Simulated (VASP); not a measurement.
# P (P1) in VASP: single point with PBE

Aim: the single point of P with PBE.

Program: VASP 6.6.1. These are calculated values, not measurements. Logs are shortened: lines on timing, memory, paths and dates and some standing lists are left out, and cuts for length are marked.

**1. The cell of the first run**

The typed cell holds 8 atoms: a = 2.402 Å, b = 5.737 Å, c = 11.466 Å, α = 83.18°, β = 90.01°, γ = 90.01°.

**2. Single point, PBE**

Input file INCAR:

```
PREC = Accurate
ENCUT = 520
EDIFF = 1E-6
ISMEAR = 0
SIGMA = 0.2
LREAL = F
LASPH = T
NELM = 60
ALGO = Normal
ISIF = 2
LWAVE = F
LCHARG = T
GGA = PE
LELF = T
LVHAR = T
NBANDS = 30
```

Input file KPOINTS:

```
regular mesh
0
Gamma
  8 4 2
```

Input file POSCAR:

```
P
1.0
   -0.0006629012     -0.0009273338      2.4016754450
    5.7272660095      0.3412672052      0.0004127958
    0.6815366680     11.4456455197      0.0024054564
P
8
Direct
    0.0000855167      0.6964234108      0.5052776337
    0.0000203476      0.6981267163      0.0052625454
    0.0000299417      0.3020660690      0.4945642034
   -0.0000789059      0.3036006165     -0.0051856377
   -0.0000343946      0.0098634486      0.3487697536
    0.0000628660      0.0110605202      0.8486197507
   -0.0001566497     -0.0099041259      0.1512658178
    0.0000712781     -0.0112366554      0.6514259331
```

Potentials or basis: VASP PAW PBE potentials, release 64 (P).

Run with:

```sh
cat potpaw_PBE.64/P/POTCAR > POTCAR
mpirun -np 1 vasp_std > vasp.out
```

OUTCAR:

```text
PREC = Accurate
   ENCUT = 520
   EDIFF = 1E-6
   ISMEAR = 0
   LREAL = F
   LASPH = T
   NELM = 60
   ISIF = 2
   GGA = PE

 ion  position               nearest neighbor table
   1  0.000  0.696  0.505-   3 2.28   5 2.38   8 2.51
   2  0.000  0.698  0.005-   4 2.28   6 2.38   7 2.50
   3  0.000  0.302  0.495-   1 2.28   8 2.39   5 2.50
   4  1.000  0.304  0.995-   2 2.28   7 2.38   6 2.51
   5  1.000  0.010  0.349-   7 2.28   1 2.38   3 2.50
   6  0.000  0.011  0.849-   8 2.28   2 2.38   4 2.51
   7  1.000  0.990  0.151-   5 2.28   4 2.38   2 2.50
   8  0.000  0.989  0.651-   6 2.28   3 2.39   1 2.51

  LATTYP: Found a triclinic cell.
 ALAT       =     6.2193120443
 B/A-ratio  =     0.3861642089
 C/A-ratio  =     1.9611480505
 COS(alpha) =     0.0000739735
 COS(beta)  =     0.3310290953
 COS(gamma) =     0.3859552160

  Lattice vectors:

 A1 = (   5.7266031083,   0.3403398714,   2.4020882408)
 A2 = (  -0.0006629012,  -0.0009273338,   2.4016754450)
 A3 = (   5.0457293415, -11.1043783145,  -0.0019926606)

Analysis of symmetry for initial positions (statically):
=====================================================================
 Subroutine PRICEL returns:
 Original cell was already a primitive cell.

 Routine SETGRP: Setting up the symmetry group for a
 triclinic supercell.

 Subroutine GETGRP returns: Found  1 space group operations
 (whereof  1 operations were pure point group operations)
 out of a pool of  2 trial point group operations.

The static configuration has the point symmetry C_1 .

Analysis of symmetry for dynamics (positions and initial velocities):
=====================================================================
 Subroutine PRICEL returns:
 Original cell was already a primitive cell.

 Routine SETGRP: Setting up the symmetry group for a
 triclinic supercell.

 Subroutine GETGRP returns: Found  1 space group operations
 (whereof  1 operations were pure point group operations)
 out of a pool of  2 trial point group operations.

The dynamic configuration has the point symmetry C_1 .

 Subroutine INISYM returns: Found  1 space group operations
 (whereof  1 operations are pure point group operations),
 and found     1 'primitive' translations

----------------------------------------------------------------------------------------

                                     Primitive cell

  volume of cell :     156.8767

  direct lattice vectors                    reciprocal lattice vectors
    -0.000662901 -0.000927334  2.401675445    -0.000024885 -0.000086025  0.416375954
     5.727266010  0.341267205  0.000412796     0.175225093 -0.010433875  0.000044336
     0.681536668 11.445645520  0.002405456    -0.005224572  0.087680564  0.000032413

  length of vectors
     2.401675716  5.737424459 11.465919038     0.416375963  0.175535469  0.087836089

  position of ions in fractional coordinates (direct lattice)
     0.000085517  0.696423411  0.505277634
     0.000020348  0.698126716  0.005262545
     0.000029942  0.302066069  0.494564203
     0.999921094  0.303600616  0.994814362
     0.999965605  0.009863449  0.348769754
     0.000062866  0.011060520  0.848619751
     0.999843350  0.990095874  0.151265818
     0.000071278  0.988763345  0.651425933

  ion indices of the primitive-cell ions
   primitive index   ion index
                 1           1
                 2           2
                 3           3
                 4           4
                 5           5
                 6           6
                 7           7
                 8           8

----------------------------------------------------------------------------------------

 KPOINTS: regular mesh

Automatic generation of k-mesh.
 Grid dimensions read from file:
 generate k-points for:    8    4    2

 Generating k-lattice:

  Cartesian coordinates                     Fractional coordinates (reciprocal lattice)
    -0.000003111 -0.000010753  0.052046994     0.125000000  0.000000000  0.000000000
     0.043806273 -0.002608469  0.000011084     0.000000000  0.250000000  0.000000000
    -0.002612286  0.043840282  0.000016207     0.000000000 -0.000000000  0.500000000

  Length of vectors
     0.052046995  0.043883867  0.043918045

  Shift w.r.t. Gamma in fractional coordinates (k-lattice)
     0.000000000  0.000000000  0.000000000

 Subroutine IBZKPT returns following result:
 ===========================================

 Found     36 irreducible k-points:

 Following reciprocal coordinates:
            Coordinates               Weight
  0.000000  0.000000  0.000000      1.000000
  0.125000 -0.000000  0.000000      2.000000
  0.250000 -0.000000  0.000000      2.000000
  0.375000  0.000000  0.000000      2.000000
  0.500000 -0.000000  0.000000      1.000000
 -0.000000  0.250000 -0.000000      2.000000
[... 16 lines left out ...]
  0.500000 -0.000000  0.500000      1.000000
 -0.000000  0.250000  0.500000      2.000000
 [... further k-points ...]
   k-points           NKPTS =     36   k-points in BZ     NKDIM =     36   number of bands    NBANDS=     30
   number of dos      NEDOS =    301   number of ions     NIONS =      8
   total plane-waves  NPLWV =  77760
   dimension x,y,z NGX =    18 NGY =   48 NGZ =   90
   dimension x,y,z NGXF=    36 NGYF=   96 NGZF=  180
   ions per type =               8
   NGX,Y,Z   is equivalent  to a cutoff of  12.46, 13.91, 13.05 a.u.
   NGXF,Y,Z  is equivalent  to a cutoff of  24.92, 27.82, 26.10 a.u.
 SYSTEM =  unknown system
   PREC   = accura    normal or accurate (medium, high low for compatibility)
   ISTART =      0    job   : 0-new  1-cont  2-samecut
   ICHARG =      2    charge: 1-file 2-atom 10-const
   ISPIN  =      1    spin polarized calculation?
   LNONCOLLINEAR =      F non collinear calculations
   LSORBIT =      F    spin-orbit coupling
   LASPH  =      T    aspherical Exc in radial PAW
   ENCUT  =  520.0 eV  38.22 Ry    6.18 a.u.   4.47 10.67 21.32*2*pi/ulx,y,z
   NELM   =     60;   NELMIN=  2; NELMDL= -5     # of ELM steps
   EDIFF  = 0.1E-05   stopping-criterion for ELM
   LREAL  =      F    real-space projection
   EDIFFG = 0.1E-04   stopping-criterion for IOM
   NSW    =      0    number of steps for IOM
   IBRION =     -1    ionic relax: 0-MD 1-quasi-New 2-CG
   NFREE  =      0    steps in history (QN), initial steepest desc. (CG)
   ISIF   =      2    stress and relaxation
   ISYM   =      2    0-nonsym 1-usesym 2-fastsym
   POTIM  = 0.5000    time-step for ionic-motion
   TEBEG  =    0.0;   TEEND  =   0.0 temperature during run
   PSTRESS=    0.0 pullay stress
   NELECT =      40.0000    total number of electrons
   NUPDOWN=      -1.0000    fix difference up-down
   EMIN   =  10.00;   EMAX   =-10.00  energy-range for DOS
   EFERMI =   0.00;   METHOD = LEGACY
   ISMEAR =     0;   SIGMA  =   0.20  broadening in eV -4-tet -1-fermi 0-gaus
   EFERMI_NEDOS =   21; number of points for ismear=-14 and -15
   IALGO  =     38    algorithm
   IMIX   =      4    mixing-type and parameters
     AMIX     =   0.40;   BMIX     =  1.00
     AMIX_MAG =   1.60;   BMIX_MAG =  1.00
  volume/ion in A,a.u.               =      19.61       132.33
  Fermi-wavevector in a.u.,A,eV,Ry     =   1.038107  1.961737 14.662533  1.077666
  Thomas-Fermi vector in A             =   2.172576
   LORBIT       =      0    0 simple, 1 ext, 2 COOP (PROOUT), +10 PAW based schemes
   GGA     = PE    functional components
   LHFCALC =     F    Hartree Fock is set to
   AEXX    =    0.0000 exact exchange contribution
   IVDW    =     0    specifies the selected vdW correction
   LEPSILON=     F    determine dielectric tensor
   LRPA    =     F    only Hartree local field effects (RPA)
 non-spin polarized calculation
 Gauss-broadening in eV      SIGMA  =   0.20
  energy-cutoff  :      520.00
  volume of cell :      156.88
 maximum number of plane-waves:      4267
 NGX is ok and might be reduce to    18
   NGX =  9   NGY = 21   NGZ = 43

 number of electron      39.9999993 magnetization

 Free energy of the ion-electron system (eV)
  ---------------------------------------------------
  ext. energy  EPLUGINS =         0.00000000
  ---------------------------------------------------
  free energy    TOTEN  =       -41.04599304 eV

  energy without entropy =      -40.98667283  energy(sigma->0) =      -41.01633294

 E-fermi :   6.2510     XC(G=0):  -9.3756

 val. band max:        6.2302500978   @ k =  -0.3750   0.2500  -0.0000
 cond. band min:       6.2611042430   @ k =  -0.2500   0.2500   0.5000
 fundamental gap:      0.0308541452
 Fermi energy:         6.2510338023

 k-point     1 :       0.0000    0.0000    0.0000
  band No.  band energies     occupation
      1      -9.7393      2.00000
      2      -9.2460      2.00000
      3      -8.2118      2.00000
      4      -6.8584      2.00000
      5      -5.9224      2.00000
      6      -5.5849      2.00000
[... 22 lines left out ...]
     29      12.2326      0.00000
     30      12.6300      0.00000

 k-point     2 :       0.1250   -0.0000    0.0000
  band No.  band energies     occupation
      1      -9.3682      2.00000
      2      -8.8756      2.00000
      3      -7.8420      2.00000
      4      -6.4920      2.00000
      5      -5.5541      2.00000
      6      -5.2152      2.00000
[... 22 lines left out ...]
     29      11.4709      0.00000
     30      11.7258      0.00000

 k-point     3 :       0.2500   -0.0000    0.0000
  band No.  band energies     occupation
      1      -8.2716      2.00000
      2      -7.7814      2.00000
      3      -6.7486      2.00000
      4      -5.4087      2.00000
      5      -4.4634      2.00000
      6      -4.1192      2.00000
[... 22 lines left out ...]
     29       9.7500      0.00000
     30       9.7804      0.00000

 k-point     4 :       0.3750    0.0000    0.0000
  band No.  band energies     occupation
      1      -6.5432      2.00000
      2      -6.0564      2.00000
      3      -5.0168      2.00000
      4      -3.6935      2.00000
      5      -2.7212      2.00000
      6      -2.3600      2.00000
[... 22 lines left out ...]
     29      10.7088      0.00000
     30      10.8983      0.00000

 k-point     5 :       0.5000   -0.0000    0.0000
  band No.  band energies     occupation
      1      -5.0742      2.00000
      2      -4.5877      2.00000
      3      -3.5037      2.00000
      4      -2.1868      2.00000
      5      -2.0319      2.00000
      6      -1.5795      2.00000
[... 22 lines left out ...]
     29       9.8280      0.00000
     30      10.3612      0.00000
[... 526 lines left out ...]
     29       9.9704      0.00000
     30       9.9734      0.00000

 k-point    22 :       0.3750   -0.0000    0.5000
  band No.  band energies     occupation
      1      -6.3579      2.00000
      2      -6.3558      2.00000
      3      -4.3974      2.00000
      4      -4.3924      2.00000
      5      -2.4587      2.00000
      6      -2.4547      2.00000
[... 22 lines left out ...]
     29      10.4958      0.00000
     30      10.5008      0.00000

 k-point    23 :       0.5000   -0.0000    0.5000
  band No.  band energies     occupation
      1      -4.8880      2.00000
      2      -4.8859      2.00000
      3      -2.8805      2.00000
      4      -2.8753      2.00000
      5      -1.8622      2.00000
      6      -1.8604      2.00000
[... 22 lines left out ...]
     29       9.8982      0.00000
     30       9.8986      0.00000

 k-point    24 :      -0.0000    0.2500    0.5000
  band No.  band energies     occupation
      1      -9.3793      2.00000
      2      -9.3189      2.00000
      3      -7.9111      2.00000
      4      -7.5588      2.00000
      5      -6.8957      2.00000
      6      -6.4889      2.00000
[... 22 lines left out ...]
     29      12.5641      0.00000
     30      12.7056      0.00000

 [... further k-points ...]

------------------------ aborting loop because EDIFF is reached ----------------------------------------

  FORCE on cell =-STRESS in cart. coord.  units (eV):
  Direction    XX          YY          ZZ          XY          YZ          ZX
  --------------------------------------------------------------------------------------
  -------------------------------------------------------------------------------------
  Total       -0.1128354     -0.1016840     -0.1680961      0.0231873      0.0089247      0.0110570
  in kB       -1.1523848     -1.0384957     -1.7167616      0.2368110      0.0911474      0.1129249
  external PRESSURE =      -1.3025474 kB  Pullay stress =       0.0000000 kB

 VOLUME and BASIS-vectors are now :
 -----------------------------------------------------------------------------
  energy-cutoff  :      520.00
  volume of cell :      156.88
      direct lattice vectors                 reciprocal lattice vectors
    -0.000662901 -0.000927334  2.401675445    -0.000024885 -0.000086025  0.416375954
     5.727266010  0.341267205  0.000412796     0.175225093 -0.010433875  0.000044336
     0.681536668 11.445645520  0.002405456    -0.005224572  0.087680564  0.000032413

 POSITION                                       TOTAL-FORCE (eV/Angst)
 -----------------------------------------------------------------------------------
      4.33297      6.02090      0.00171        -0.004063      0.002200     -0.000636
      4.00194      0.29848      0.00035        -0.007356     -0.000005     -0.000596
      2.06708      5.76369      0.00139         0.000178      0.003163      0.000112
      2.41614     11.48897      2.40400         0.005591     -0.000468      0.000443
      0.29353      3.99433      2.40244         0.000544     -0.007844      0.000284
      0.64171      9.71678      0.00220         0.000742     -0.005133     -0.000485
      5.77297      2.06829      2.40207         0.000506      0.006632      0.001114
      6.10688      7.79342      0.00215         0.003859      0.001455     -0.000235
 -----------------------------------------------------------------------------------
    total drift:                                0.000015     -0.000004      0.000001

  FREE ENERGIE OF THE ION-ELECTRON SYSTEM (eV)
  ---------------------------------------------------
  free  energy   TOTEN  =       -41.0459930398 eV

  energy  without entropy=      -40.9866728347  energy(sigma->0) =      -41.01633294
```

It took 89 s on 1 thread of AMD EPYC 9R45 (Zen 5), shared host; peak memory 0.28 GiB.

Results:

```yaml
Free_energy: -41.0460 eV
Pressure: -0.1 GPa
Largest_force: 0.008 eV/Å
Band_gap_on_the_k_mesh: zero (band 20 reaches 8.05 eV, above the bottom of band 21 at 3.82 eV)
```

Forces in eV/Å, atoms in the order of the input:
```
P   -0.004  0.002 -0.001
P   -0.007  0.000 -0.001
P    0.000  0.003  0.000
P    0.006  0.000  0.000
P    0.001 -0.008  0.000
P    0.001 -0.005  0.000
P    0.001  0.007  0.001
P    0.004  0.001  0.000
```
